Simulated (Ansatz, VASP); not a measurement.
SiW12: VASP beside Ansatz

```xyz
13
Lattice="5.6644 0.0000 0.0000 0.0000 5.6644 0.0000 0.0000 0.0000 21.1501" Properties=species:S:1:pos:R:3 pbc="T T T"
W     1.4161    1.4161    4.0000
W     1.4161    4.2483    4.0000
W     4.2483    1.4161    4.0000
W     4.2483    4.2483    4.0000
W     0.0000    0.0000    6.0253
W     0.0000    2.8322    6.0253
W     2.8322    0.0000    6.0253
W     2.8322    2.8322    6.0253
W     1.4161    1.4161    8.0501
W     1.4161    4.2483    8.0501
W     4.2483    1.4161    8.0501
W     4.2483    4.2483    8.0501
Si    1.8881    2.8322   10.5501
```

Alike in both runs: task single point; functional PBE; dispersion D3(BJ); k mesh 5 × 5 × 1; occupations gaussian, width 0.1 eV; no spin polarisation.

|  | VASP | Ansatz |
| --- | --- | --- |
| version | VASP 6.6.1 | Ansatz 0.2.0 |
| potentials or method | VASP PAW PBE potentials, release 64 (W_sv, Si), cutoff 520 eV | scalar-relativistic, plane waves, PAW |
| valence electrons in the cell | 172 | 172 |

```tsv
	VASP	Ansatz	Ansatz less VASP
gap on the k mesh at the Fermi level (eV)	none	none	-
rms of the force components (eV/Å)	0.582	0.578	-0.0044
work function, face that differs most (eV)	4.66	4.66	-0.001
```

Atom by atom the forces differ by 0.014 eV/Å (rms over components). A gap of «none» marks a metal or a gap that the smearing closes.

Spin-orbit coupling is off throughout.
